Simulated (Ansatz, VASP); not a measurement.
## Os in VASP and in Ansatz

File POSCAR:

```
Os
1.0
    0.0000000000      2.0228000000      2.1006000000
    2.0228000000      0.0000000000      2.1006000000
    2.0228000000      2.0228000000      0.0000000000
Os
1
Direct
    0.0000000000      0.0000000000      0.0000000000
```

File INCAR.step1:

```
SYSTEM = Os
ALGO     = Normal         ! electronic algorithm
EDIFF    = 1E-4           ! SCF threshold, eV
ENCUT    = 520            ! plane-wave cutoff, eV
GGA      = PE             ! functional
ISMEAR   = 0              ! smearing method
LASPH    = .TRUE.         ! aspherical terms in the spheres
LCHARG   = .FALSE.        ! write CHGCAR
LREAL    = .FALSE.        ! projectors in reciprocal space
LWAVE    = .TRUE.         ! write WAVECAR
NBANDS   = 10             ! bands
NELM     = 80             ! most SCF steps
PREC     = Accurate       ! precision mode
SIGMA    = 0.15           ! smearing width, eV
```

INCAR.step2

```
SYSTEM = Os
ALGO     = Normal         ! electronic algorithm
EDIFF    = 1E-7           ! SCF threshold, eV
ENCUT    = 520            ! plane-wave cutoff, eV
ISIF     = 2              ! what is computed and relaxed
ISMEAR   = 0              ! smearing method
ISTART   = 1            
LASPH    = .TRUE.         ! aspherical terms in the spheres
LCHARG   = .TRUE.         ! write CHGCAR
LELF     = .TRUE.         ! ELF
LMIXTAU  = .TRUE.       
LREAL    = .FALSE.        ! projectors in reciprocal space
LVHAR    = .TRUE.       
LWAVE    = .FALSE.        ! write WAVECAR
METAGGA  = R2SCAN         ! meta-GGA
NBANDS   = 10             ! bands
NELM     = 80             ! most SCF steps
PREC     = Accurate       ! precision mode
SIGMA    = 0.15           ! smearing width, eV
```

File KPOINTS:

```
k-points
0
G
  20 20 20
  0 0 0
```

Input for Ansatz:

```yaml
crystal:
  lattice:
    - [0.0, 2.0228, 2.1006]
    - [2.0228, 0.0, 2.1006]
    - [2.0228, 2.0228, 0.0]
  atoms:
    - { symbol: Os, position: [0.0, 0.0, 0.0] }
basis:
  ecutwfc: 500
kpoints:
  mp_grid: { grid: [20, 20, 20] }
hamiltonian:
  xc: r2scan
scf:
  occupations: { method: gaussian, width: 0.15 }
output:
  forces: true
  stress: true
  eigenvalues: true
```

Change from the starting cell: strain +0.040 along x and y, +0.080 along z, atoms carried along.

Alike in both runs: task single point; functional r2SCAN; k mesh 20 × 20 × 20; occupations gaussian, width 0.15 eV; no spin polarisation.

|  | VASP | Ansatz |
| --- | --- | --- |
| version | VASP 6.6.1 | Ansatz 0.2.0 |
| potentials or method | VASP PAW PBE potentials, release 64 (Os), cutoff 520 eV | scalar-relativistic, plane waves, PAW |
| valence electrons in the cell | 8 | 16 |

Ansatz gave:

| Item | Value |
| --- | --- |
| gap on the k mesh at the Fermi level (eV) | none |
| pressure (GPa) | -51.5 |
| traceless stress, the component that is largest in VASP (GPa) | -4.98 |

Problem. Which values does VASP return?

Solution. gap on the k mesh at the Fermi level (eV): none; pressure (GPa): -51.6; traceless stress, the component that is largest in VASP (GPa): -4.95.

VASP's potentials were made for PBE, not for r2SCAN. A gap of «none» marks a metal or a gap that the smearing closes. Both programs put the cell under strong tension, so it lies far from rest at this level. VASP's potentials hold 8 valence electrons a cell and Ansatz's 16, so a difference there can come from the potentials and not from the codes.

Spin-orbit coupling is off throughout. Noted on VASP's run: the cell as given lies far from equilibrium.
